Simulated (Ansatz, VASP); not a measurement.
# One calculation of W, two programs

File INCAR:

```
ALGO = Fast ; EDIFF = 1E-7
ENCUT = 520 ; GGA = PS
ISIF = 2 ; ISMEAR = 0
LASPH = True ; LCHARG = True
LELF = True ; LREAL = False
LVHAR = True ; LWAVE = False
NBANDS = 13 ; NELM = 60
PREC = Accurate ; SIGMA = 0.15
```

Contents of KPOINTS:

```
k-points
0
Gamma
  20 20 20
```

POSCAR

```
W
1.0
    0.0000000000      2.1112000000      1.9488000000
    2.1112000000      0.0000000000      1.9488000000
    2.1112000000      2.1112000000      0.0000000000
W
1
Direct
    0.0000000000      0.0000000000      0.0000000000
```

Input for Ansatz:

```yaml
crystal:
  lattice:
    - [0.0, 2.1112, 1.9488]
    - [2.1112, 0.0, 1.9488]
    - [2.1112, 2.1112, 0.0]
  atoms:
    - { symbol: W, position: [0.0, 0.0, 0.0] }
basis:
  ecutwfc: 420
kpoints:
  mp_grid: { grid: [20, 20, 20] }
hamiltonian:
  xc: pbesol
scf:
  occupations: { method: gaussian, width: 0.15 }
output:
  forces: true
  stress: true
  eigenvalues: true
```

Change from the starting cell: strain +0.040 along x and y, -0.040 along z, atoms carried along.

Alike in both runs: task single point; functional PBEsol; k mesh 20 × 20 × 20; occupations gaussian, width 0.15 eV; no spin polarisation.

|  | VASP | Ansatz |
| --- | --- | --- |
| version | VASP 6.6.1 | Ansatz 0.2.0 |
| potentials or method | VASP PAW PBE potentials, release 64 (W_sv), cutoff 520 eV | scalar-relativistic, plane waves, PAW |
| valence electrons in the cell | 14 | 14 |

VASP gave:

* gap on the k mesh at the Fermi level (eV): none
* pressure (GPa): -21.4
* traceless stress, the component that is largest in VASP (GPa): -12.96

Q: What did Ansatz give for the same quantities?

A: gap on the k mesh at the Fermi level (eV): none; pressure (GPa): -21.7; traceless stress, the component that is largest in VASP (GPa): -12.90.

VASP's potentials were made for PBE, not for PBEsol. A gap of «none» marks a metal or a gap that the smearing closes.

Neither program's run includes spin-orbit coupling.
